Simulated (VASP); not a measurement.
A run of VASP 6.6.1 is set up as follows.

The input INCAR:

```
ALGO     = Normal         # electronic algorithm
EDIFF    = 1E-7           # SCF threshold, eV
ENCUT    = 520            # plane-wave cutoff, eV
GGA      = PE             # functional
ISIF     = 2              # what is computed and relaxed
ISMEAR   = 0              # smearing method
LASPH    = T              # aspherical terms in the spheres
LCHARG   = T              # write CHGCAR
LELF     = T              # ELF
LREAL    = F              # projectors in reciprocal space
LVHAR    = T            
LWAVE    = F              # write WAVECAR
NBANDS   = 25             # bands
NELM     = 80             # most SCF steps
PREC     = Accurate       # precision mode
SIGMA    = 0.1            # smearing width, eV
```

File KPOINTS:

```
k-points
0
Gamma
  6 6 6
```

POSCAR

```
SnP4
1.0
   -3.3998171400      3.3998171400      2.1061257400
    3.3998171400     -3.3998171400      2.1061257400
    3.3998171400      3.3998171400     -2.1061257400
Sn P
1 4
Direct
    0.0000000000      0.0000000000      0.0000000000
    0.5998418600      0.8010417500      0.4008836200
    0.4001581400      0.1989582500      0.5991163800
    0.8010417500      0.4001581400      0.2011998900
    0.1989582500      0.5998418600      0.7988001100
```

Potentials or basis: VASP PAW PBE potentials, release 64 (Sn_d, P).

The run is started by

```bash
$ cat potpaw_PBE.64/Sn_d/POTCAR potpaw_PBE.64/P/POTCAR > POTCAR
$ mpirun -np 1 vasp_std > vasp.out
```

(1) Predict the band gap on the k mesh.

(2) What does it give for the largest force?

(3) Estimate the pressure.

Results:

(1) zero (bands 17 and 18 overlap by 1.82 eV).

(2) 0.372 eV/Å.

(3) -7.2 GPa.

Caveat: the cell stands under tension; spin-orbit coupling is left out, which moves the levels of the heavy elements.
